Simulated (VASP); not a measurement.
# Be in VASP: notebook

Be is run at these levels: PBEsol; tasks: single point.

Program: VASP 6.6.1. These are calculated values, not measurements. Logs are shortened: lines on timing, memory, paths and dates and some standing lists are left out, and cuts for length are marked.

**1. The cell of the first run**

It takes space group R-3c (No. 167, trigonal). Conventional cell: a = 5.982 Å, b = 5.982 Å, c = 6.285 Å, α = 90.00°, β = 90.00°, γ = 120.00°. Be (site symmetry -3) has 12 Be at 2.15 to 2.41 Å within 2.8 Å. Be (site symmetry 2) has 12 Be at 2.12 to 2.41 Å within 2.8 Å.

**2. Single point, PBEsol**

INCAR reads:

```
  PREC = Accurate
  ENCUT = 520
  EDIFF = 1E-7
  ISMEAR = 0
  SIGMA = 0.1
  LREAL = F
  LASPH = T
  NELM = 100
  ALGO = Normal
  ISIF = 2
  LWAVE = F
  LCHARG = T
  GGA = PS
  LELF = T
  LVHAR = T
  NBANDS = 18
```

KPOINTS reads:

```
regular mesh
0
Gamma
  6 6 6
```

POSCAR reads:

```
Be
1.0
    2.9912142559      1.7269783558      2.0949349250
   -2.9912142559      1.7269783558      2.0949349250
    0.0000000000     -3.4539567117      2.0949349250
Be
8
Direct
    0.0000000000      0.0000000000      0.0000000000
    0.5000000000      0.5000000000      0.5000000000
    0.9449178325      0.2500000000      0.5550821675
    0.5550821675      0.9449178325      0.2500000000
    0.4449178325      0.0550821675      0.7500000000
    0.0550821675      0.7500000000      0.4449178325
    0.2500000000      0.5550821675      0.9449178325
    0.7500000000      0.4449178325      0.0550821675
```

Potentials or basis: VASP PAW PBE potentials, release 64 (Be).

The run is started by

```console
cat potpaw_PBE.64/Be/POTCAR > POTCAR
mpirun -np 1 vasp_std > vasp.out
```

OUTCAR:

```text
PREC = Accurate
   ENCUT = 520
   EDIFF = 1E-7
   ISMEAR = 0
   LREAL = F
   LASPH = T
   NELM = 100
   ISIF = 2
   GGA = PS

 ion  position               nearest neighbor table
   1  0.000  0.000  0.000-   4 2.15   5 2.15   3 2.15   6 2.15   7 2.15   8 2.15
   2  0.500  0.500  0.500-   4 2.15   5 2.15   7 2.15   8 2.15   3 2.15   6 2.15
   3  0.945  0.250  0.555-   4 2.12   7 2.12   6 2.12   6 2.12   1 2.15   2 2.15   5 2.33   5 2.33
                             8 2.33   8 2.33
   4  0.555  0.945  0.250-   3 2.12   7 2.12   5 2.12   5 2.12   1 2.15   2 2.15   8 2.33   6 2.33
                             8 2.33   6 2.33
   5  0.445  0.055  0.750-   6 2.12   8 2.12   4 2.12   4 2.12   1 2.15   2 2.15   3 2.33   7 2.33
                             7 2.33   3 2.33
   6  0.055  0.750  0.445-   5 2.12   8 2.12   3 2.12   3 2.12   1 2.15   2 2.15   4 2.33   4 2.33
                             7 2.33   7 2.33
   7  0.250  0.555  0.945-   4 2.12   3 2.12   8 2.12   8 2.12   2 2.15   1 2.15   5 2.33   5 2.33
                             6 2.33   6 2.33
   8  0.750  0.445  0.055-   5 2.12   6 2.12   7 2.12   7 2.12   2 2.15   1 2.15   4 2.33   4 2.33
                             3 2.33   3 2.33

  LATTYP: Found a trigonal (rhomboedric) cell.
 ALAT       =     4.0396248967
 COS(alpha) =    -0.0965866623

  Lattice vectors:

 A1 = (   2.9912142559,   1.7269783558,   2.0949349250)
 A2 = (  -2.9912142559,   1.7269783558,   2.0949349250)
 A3 = (   0.0000000000,  -3.4539567117,   2.0949349250)

Analysis of symmetry for initial positions (statically):
=====================================================================
 Subroutine PRICEL returns:
 Original cell was already a primitive cell.

 Routine SETGRP: Setting up the symmetry group for a
 trigonal (rhombohedral) supercell.

 Subroutine GETGRP returns: Found 12 space group operations
 (whereof  6 operations were pure point group operations)
 out of a pool of 12 trial point group operations.

The static configuration has the point symmetry S_6 .
 The point group associated with its full space group is D_3d.

Analysis of symmetry for dynamics (positions and initial velocities):
=====================================================================
 Subroutine PRICEL returns:
 Original cell was already a primitive cell.

 Routine SETGRP: Setting up the symmetry group for a
 trigonal (rhombohedral) supercell.

 Subroutine GETGRP returns: Found 12 space group operations
 (whereof  6 operations were pure point group operations)
 out of a pool of 12 trial point group operations.

The dynamic configuration has the point symmetry S_6 .
 The point group associated with its full space group is D_3d.

 Subroutine INISYM returns: Found 12 space group operations
 (whereof  6 operations are pure point group operations),
 and found     1 'primitive' translations

----------------------------------------------------------------------------------------

                                     Primitive cell

  volume of cell :      64.9316

  direct lattice vectors                    reciprocal lattice vectors
     2.991214256  1.726978356  2.094934925     0.167156197  0.096507675  0.159113932
    -2.991214256  1.726978356  2.094934925    -0.167156197  0.096507675  0.159113932
     0.000000000 -3.453956712  2.094934925     0.000000000 -0.193015351  0.159113932

  length of vectors
     4.039624897  4.039624897  4.039624897     0.250144296  0.250144296  0.250144296

  position of ions in fractional coordinates (direct lattice)
     0.000000000  0.000000000  0.000000000
     0.500000000  0.500000000  0.500000000
     0.944917833  0.250000000  0.555082167
     0.555082167  0.944917833  0.250000000
     0.444917833  0.055082167  0.750000000
     0.055082167  0.750000000  0.444917833
     0.250000000  0.555082167  0.944917833
     0.750000000  0.444917833  0.055082167

  ion indices of the primitive-cell ions
   primitive index   ion index
                 1           1
                 2           2
                 3           3
                 4           4
                 5           5
                 6           6
                 7           7
                 8           8

----------------------------------------------------------------------------------------

 KPOINTS: regular mesh

Automatic generation of k-mesh.
 Grid dimensions read from file:
 generate k-points for:    6    6    6

 Generating k-lattice:

  Cartesian coordinates                     Fractional coordinates (reciprocal lattice)
     0.027859366  0.016084613  0.026518989     0.166666667  0.000000000  0.000000000
    -0.027859366  0.016084613  0.026518989     0.000000000  0.166666667  0.000000000
     0.000000000 -0.032169225  0.026518989     0.000000000  0.000000000  0.166666667

  Length of vectors
     0.041690716  0.041690716  0.041690716

  Shift w.r.t. Gamma in fractional coordinates (k-lattice)
     0.000000000  0.000000000  0.000000000

 Subroutine IBZKPT returns following result:
 ===========================================

 Found     32 irreducible k-points:

 Following reciprocal coordinates:
            Coordinates               Weight
  0.000000  0.000000  0.000000      1.000000
  0.166667  0.000000  0.000000      6.000000
  0.333333  0.000000  0.000000      6.000000
  0.500000  0.000000  0.000000      3.000000
  0.166667  0.166667  0.000000      6.000000
  0.333333  0.166667  0.000000     12.000000
[... 16 lines left out ...]
  0.500000  0.500000  0.166667      6.000000
 -0.333333  0.500000  0.166667     12.000000
 [... further k-points ...]
   k-points           NKPTS =     32   k-points in BZ     NKDIM =     32   number of bands    NBANDS=     18
   number of dos      NEDOS =    301   number of ions     NIONS =      8
   total plane-waves  NPLWV =  27000
   dimension x,y,z NGX =    30 NGY =   30 NGZ =   30
   dimension x,y,z NGXF=    60 NGYF=   60 NGZF=   60
   ions per type =               8
   NGX,Y,Z   is equivalent  to a cutoff of  12.35, 12.35, 12.35 a.u.
   NGXF,Y,Z  is equivalent  to a cutoff of  24.69, 24.69, 24.69 a.u.
 SYSTEM =  unknown system
   PREC   = accura    normal or accurate (medium, high low for compatibility)
   ISTART =      0    job   : 0-new  1-cont  2-samecut
   ICHARG =      2    charge: 1-file 2-atom 10-const
   ISPIN  =      1    spin polarized calculation?
   LNONCOLLINEAR =      F non collinear calculations
   LSORBIT =      F    spin-orbit coupling
   LASPH  =      T    aspherical Exc in radial PAW
   ENCUT  =  520.0 eV  38.22 Ry    6.18 a.u.   7.51  7.51  7.51*2*pi/ulx,y,z
   NELM   =    100;   NELMIN=  2; NELMDL= -5     # of ELM steps
   EDIFF  = 0.1E-06   stopping-criterion for ELM
   LREAL  =      F    real-space projection
   EDIFFG = 0.1E-05   stopping-criterion for IOM
   NSW    =      0    number of steps for IOM
   IBRION =     -1    ionic relax: 0-MD 1-quasi-New 2-CG
   NFREE  =      0    steps in history (QN), initial steepest desc. (CG)
   ISIF   =      2    stress and relaxation
   ISYM   =      2    0-nonsym 1-usesym 2-fastsym
   POTIM  = 0.5000    time-step for ionic-motion
   TEBEG  =    0.0;   TEEND  =   0.0 temperature during run
   PSTRESS=    0.0 pullay stress
   NELECT =      16.0000    total number of electrons
   NUPDOWN=      -1.0000    fix difference up-down
   EMIN   =  10.00;   EMAX   =-10.00  energy-range for DOS
   EFERMI =   0.00;   METHOD = LEGACY
   ISMEAR =     0;   SIGMA  =   0.10  broadening in eV -4-tet -1-fermi 0-gaus
   EFERMI_NEDOS =   21; number of points for ismear=-14 and -15
   IALGO  =     38    algorithm
   IMIX   =      4    mixing-type and parameters
     AMIX     =   0.40;   BMIX     =  1.00
     AMIX_MAG =   1.60;   BMIX_MAG =  1.00
  volume/ion in A,a.u.               =       8.12        54.77
  Fermi-wavevector in a.u.,A,eV,Ry     =   1.026351  1.939523 14.332340  1.053397
  Thomas-Fermi vector in A             =   2.160240
   LORBIT       =      0    0 simple, 1 ext, 2 COOP (PROOUT), +10 PAW based schemes
   GGA     = PS    functional components
   LHFCALC =     F    Hartree Fock is set to
   AEXX    =    0.0000 exact exchange contribution
   IVDW    =     0    specifies the selected vdW correction
   LEPSILON=     F    determine dielectric tensor
   LRPA    =     F    only Hartree local field effects (RPA)
 non-spin polarized calculation
 Gauss-broadening in eV      SIGMA  =   0.10
  energy-cutoff  :      520.00
  volume of cell :       64.93
 maximum number of plane-waves:      1781
   NGX = 15   NGY = 15   NGZ = 15

 number of electron      16.0000000 magnetization

 Free energy of the ion-electron system (eV)
  ---------------------------------------------------
  ext. energy  EPLUGINS =         0.00000000
  ---------------------------------------------------
  free energy    TOTEN  =       -31.66484370 eV

  energy without entropy =      -31.66424348  energy(sigma->0) =      -31.66454359

 E-fermi :   6.5062     XC(G=0): -10.4952

 val. band max:        6.2948285058   @ k =   0.1667   0.1667   0.0000
 cond. band min:       6.5078588554   @ k =   0.3333   0.3333   0.3333
 fundamental gap:      0.2130303496
 Fermi energy:         6.5061878615

 k-point     1 :       0.0000    0.0000    0.0000
  band No.  band energies     occupation
      1      -4.4064      2.00000
      2       1.4323      2.00000
      3       1.4323      2.00000
      4       2.6911      2.00000
      5       3.1048      2.00000
      6       3.1048      2.00000
[... 10 lines left out ...]
     17      13.0835      0.00000
     18      13.2797      0.00000

 k-point     2 :       0.1667    0.0000    0.0000
  band No.  band energies     occupation
      1      -4.2147      2.00000
      2       0.2842      2.00000
      3       1.5980      2.00000
      4       2.3678      2.00000
      5       3.2262      2.00000
      6       3.3734      2.00000
[... 10 lines left out ...]
     17      14.6372      0.00000
     18      14.6870      0.00000
[... 442 lines left out ...]
 k-point    24 :      -0.3333    0.5000    0.1667
  band No.  band energies     occupation
      1      -1.9257      2.00000
      2      -1.6762      2.00000
      3       0.1256      2.00000
      4       1.2666      2.00000
      5       2.4003      2.00000
      6       3.2666      2.00000
[... 10 lines left out ...]
     17      15.3456      0.00000
     18      15.8231      0.00000

 [... further k-points ...]
[... 5 lines left out ...]
  --------------------------------------------------------------------------------------
  -------------------------------------------------------------------------------------
  Total        0.1130175      0.1130175      0.1473395      0.0000000     -0.0000000      0.0000000
  in kB        2.7886899      2.7886899      3.6355787      0.0000000     -0.0000000      0.0000000
  external PRESSURE =       3.0709861 kB  Pullay stress =       0.0000000 kB

 VOLUME and BASIS-vectors are now :
 -----------------------------------------------------------------------------
  energy-cutoff  :      520.00
  volume of cell :       64.93
      direct lattice vectors                 reciprocal lattice vectors
     2.991214256  1.726978356  2.094934925     0.167156197  0.096507675  0.159113932
    -2.991214256  1.726978356  2.094934925    -0.167156197  0.096507675  0.159113932
     0.000000000 -3.453956712  2.094934925     0.000000000 -0.193015351  0.159113932

 POSITION                                       TOTAL-FORCE (eV/Angst)
 -----------------------------------------------------------------------------------
      0.00000      0.00000      0.00000         0.000000     -0.000000      0.000000
      0.00000     -0.00000      3.14240         0.000000      0.000000      0.000000
      2.07865      0.14637      3.66614        -0.007826     -0.013556      0.000000
     -1.16608      1.72698      3.66614         0.015653     -0.000000     -0.000000
      1.16608     -1.72698      2.61867        -0.015653      0.000000     -0.000000
     -2.07865     -0.14637      2.61867         0.007826      0.013556      0.000000
     -0.91257     -1.87335      3.66614        -0.007826      0.013556      0.000000
      0.91257      1.87335      2.61867         0.007826     -0.013556      0.000000
 -----------------------------------------------------------------------------------
    total drift:                                0.000000      0.000000     -0.000000

  FREE ENERGIE OF THE ION-ELECTRON SYSTEM (eV)
  ---------------------------------------------------
  free  energy   TOTEN  =       -31.6648437041 eV

  energy  without entropy=      -31.6642434776  energy(sigma->0) =      -31.66454359
```

Run time: 54 s. Hardware: 1 thread of Intel Xeon Platinum 8375C at 2.90GHz (Ice Lake), shared host; peak memory 0.17 GiB.

Results:

- Free energy: -31.6648 eV
- Pressure: 0.3 GPa
- Largest force: 0.016 eV/Å
- Band gap on the k mesh: zero (band 8 reaches 7.43 eV, above the bottom of band 9 at 5.48 eV)

Forces in eV/Å, atoms in the order of the input:
```
Be   0.000  0.000  0.000
Be   0.000  0.000  0.000
Be  -0.008 -0.014  0.000
Be   0.016  0.000  0.000
Be  -0.016  0.000  0.000
Be   0.008  0.014  0.000
Be  -0.008  0.014  0.000
Be   0.008 -0.014  0.000
```

Stress tensor (GPa, compression positive):
```
0.28 0.00 0.00
0.00 0.28 0.00
0.00 0.00 0.36
```

Caveat: the PAW data sets were made with another functional, which shifts forces and pressure a little.

**3. Single point, PBEsol**

INCAR reads:

```
PREC = Accurate
ENCUT = 520
EDIFF = 1E-6
ISMEAR = 0
SIGMA = 0.1
LREAL = False
LASPH = True
NELM = 100
ALGO = Normal
ISIF = 2
LWAVE = False
LCHARG = False
GGA = PS
NBANDS = 18
```

KPOINTS is that of step 2.

POSCAR reads:

```
Be
1.0
    4.0298989042     -0.1991142626      0.1985761503
   -0.2018510518      4.0293429611      0.2000317885
    0.2025082751      0.2012314178      4.0296701211
Be
8
Direct
    0.5016286215      0.5016403825      0.4983789431
    0.9983787213     -0.0016057881      0.0016113335
    0.2499926923     -0.0550695287      0.4449245193
    0.5550794321      0.2499967952      0.0550921982
    0.4436395427      0.7500023273     -0.0563383134
    0.7499954514      0.0563185632      0.5563262350
   -0.0550551433      0.5550326664      0.7500131380
    0.0563406820      0.4436845823      0.2499919463
```

Potentials or basis: VASP PAW PBE potentials, release 64 (Be).

The run is started by

```console
cat potpaw_PBE.64/Be/POTCAR > POTCAR
mpirun -np 1 vasp_std > vasp.out
```

OUTCAR:

```text
PREC = Accurate
   ENCUT = 520
   EDIFF = 1E-6
   ISMEAR = 0
   LREAL = False
   LASPH = True
   NELM = 100
   ISIF = 2
   GGA = PS

 ion  position               nearest neighbor table
   1  0.502  0.502  0.498-   3 2.15   4 2.15   7 2.15   5 2.15   6 2.15   8 2.15
   2  0.998  0.998  0.002-   4 2.15   7 2.15   3 2.15   5 2.15   8 2.15   6 2.15
   3  0.250  0.945  0.445-   4 2.12   7 2.12   6 2.13   6 2.13   1 2.15   2 2.15   8 2.33   5 2.33
                             8 2.34   5 2.34
[... 728 lines left out ...]
  Total        0.1398306      0.1498548      0.1374268     -0.0099502      0.0096702      0.0090602
  in kB        3.4503397      3.6976895      3.3910254     -0.2455216      0.2386143      0.2235618
  external PRESSURE =       3.5130182 kB  Pullay stress =       0.0000000 kB

 VOLUME and BASIS-vectors are now :
 -----------------------------------------------------------------------------
  energy-cutoff  :      520.00
  volume of cell :       64.93
      direct lattice vectors                 reciprocal lattice vectors
     4.029898904 -0.199114263  0.198576150     0.249445026  0.013150939 -0.013192411
    -0.201851052  4.029342961  0.200031789     0.012972646  0.249480135 -0.013110331
     0.202508275  0.201231418  4.029670121    -0.012936239 -0.013032188  0.249460167

 POSITION                                       TOTAL-FORCE (eV/Angst)
 -----------------------------------------------------------------------------------
      2.02118      2.02169      2.20826        -0.000251     -0.000889      0.000294
      3.82216      3.82441      0.40446         0.000491      0.000001     -0.000450
      0.90681      3.84720      2.03156        -0.000154      0.002421      0.002422
      2.19761      0.90788      0.38224        -0.002524      0.000307     -0.002649
      1.82753      3.12358      4.04077         0.003882     -0.000094      0.002918
      3.12370      0.18954      2.40201         0.000030     -0.002848     -0.002805
      3.84788      2.19919      3.32097         0.001914     -0.001529     -0.000651
      0.18811      1.82685      1.10732        -0.003389      0.002629      0.000920
 -----------------------------------------------------------------------------------
    total drift:                                0.000000      0.000000     -0.000000

  FREE ENERGIE OF THE ION-ELECTRON SYSTEM (eV)
  ---------------------------------------------------
  free  energy   TOTEN  =       -31.6649609977 eV

  energy  without entropy=      -31.6643576766  energy(sigma->0) =      -31.66465934
```

OSZICAR:

```text
N       E                     dE             d eps       ncg     rms          rms(c)
DAV:   1     0.936889246552E+01    0.93689E+01   -0.62070E+03  4032   0.755E+02
DAV:   2    -0.306612064441E+02   -0.40030E+02   -0.36129E+02  5424   0.139E+02
DAV:   3    -0.320486067588E+02   -0.13874E+01   -0.13660E+01  5486   0.202E+01
DAV:   4    -0.320573147172E+02   -0.87080E-02   -0.86948E-02  5110   0.194E+00
DAV:   5    -0.320573698797E+02   -0.55163E-04   -0.55150E-04  5566   0.133E-01    0.306E+00
DAV:   6    -0.317687370608E+02    0.28863E+00   -0.11570E-01  4920   0.188E+00    0.176E+00
DAV:   7    -0.316658877095E+02    0.10285E+00   -0.12267E-01  5318   0.187E+00    0.290E-01
DAV:   8    -0.316649659146E+02    0.92179E-03   -0.78726E-03  5176   0.530E-01    0.442E-02
DAV:   9    -0.316649622672E+02    0.36474E-05   -0.95654E-05  5614   0.611E-02    0.144E-02
DAV:  10    -0.316649607923E+02    0.14750E-05   -0.52303E-06  4966   0.113E-02    0.150E-03
DAV:  11    -0.316649609977E+02   -0.20540E-06   -0.19313E-07  3016   0.252E-03
   1 F= -.31664961E+02 E0= -.31664659E+02  d E =-.603321E-03
```

stdout:

```text
POSCAR found type information on POSCAR Be
 POSCAR found :  1 types and       8 ions
 scaLAPACK will be used
 -----------------------------------------------------------------------------
|                                                                             |
|                                                                             |
|     You enforced a specific xc type in the INCAR file but a different       |
|     I HOPE YOU KNOW WHAT YOU ARE DOING!                                     |
|                                                                             |
 -----------------------------------------------------------------------------

 LDA part: xc-table for (Slater+PW92), standard interpolation
 POSCAR, INCAR and KPOINTS ok, starting setup
 FFT: planning ... GRIDC
 FFT: planning ... GRID_SOFT
 FFT: planning ... GRID
 WAVECAR not read
 entering main loop
```

It took 2.2 min on 1 thread of Intel Xeon Platinum 8375C at 2.90GHz (Ice Lake), shared host; peak memory 0.22 GiB.

What came out:

* Free energy: -31.6650 eV
* Pressure: 0.4 GPa
* Largest force: 0.005 eV/Å
* Band gap on the k mesh: zero (band 8 reaches 7.42 eV, above the bottom of band 9 at 5.48 eV)

Forces in eV/Å, atoms in the order of the input:
```
Be   0.000 -0.001  0.000
Be   0.000  0.000  0.000
Be   0.000  0.002  0.002
Be  -0.003  0.000 -0.003
Be   0.004  0.000  0.003
Be   0.000 -0.003 -0.003
Be   0.002 -0.002 -0.001
Be  -0.003  0.003  0.001
```

Caveat: the PAW data sets were made with another functional, which shifts forces and pressure a little.
